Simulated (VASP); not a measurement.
Set up this calculation in VASP 6.6.1, as the native input.

| Quantity | Value |
| --- | --- |
| Task | single point |
| Functional | PBEsol |
| Potentials or basis | VASP PAW PBE potentials, release 64 (Sn_d, Se) |
| Cutoff | 520 eV |
| k mesh | 12 × 12 × 4 |
| Occupations | gaussian, width 0.01 eV |
| Spin | no spin polarisation |
| Dipole correction | no |
| Further INCAR settings | ALGO = Normal; EDIFF = 1e-07; NBANDS = 20 |

The structure of SnSe2 lies in POSCAR:

```
SnSe2
1.0
    3.8181373518      0.0000000000      0.0000000000
   -1.9090686759      3.3066039418      0.0000000000
    0.0000000000      0.0000000000      6.1420967484
Sn Se
1 2
Direct
    0.0000000000      0.0000000000      0.0000000000
    0.3333333333      0.6666666667      0.2583113695
    0.6666666667      0.3333333333      0.7416886305
```

One way to write it, as run:

INCAR

```
PREC     = Accurate       # precision mode
ENCUT    = 520            # plane-wave cutoff, eV
EDIFF    = 1E-7           # SCF threshold, eV
ISMEAR   = 0              # smearing method
SIGMA    = 0.01           # smearing width, eV
LREAL    = False          # projectors in reciprocal space
LASPH    = True           # aspherical terms in the spheres
NELM     = 80             # most SCF steps
ALGO     = Normal         # electronic algorithm
ISIF     = 2              # what is computed and relaxed
LWAVE    = False          # write WAVECAR
LCHARG   = False          # write CHGCAR
GGA      = PS             # functional
NBANDS   = 20             # bands
```

KPOINTS

```
Automatic mesh
0
Gamma
  12 12 4
```

Potentials or basis: VASP PAW PBE potentials, release 64 (Sn_d, Se).

Run with:

```console
$ cat potpaw_PBE.64/Sn_d/POTCAR potpaw_PBE.64/Se/POTCAR > POTCAR
$ mpirun -np 1 vasp_std > vasp.out
```

Results of the run:

```
Pressure               : 0.1 GPa
Largest force          : 0.022 eV/Å
Band gap on the k mesh : 0.59 eV (least direct gap 0.97 eV)
```

Caveat: semilocal functionals underestimate gaps, and a narrow one can read as zero; the PAW data sets were made with another functional, which shifts forces and pressure a little; spin-orbit coupling is left out, which moves the levels of the heavy elements; this functional lacks dispersion, which binds layers or chains, so the pressure and a relaxed spacing across them are unreliable.

Run time: 45 s on 1 thread of Intel(R) Xeon(R) Platinum 8559C (Emerald Rapids), on a shared host, peak memory 0.25 GiB.
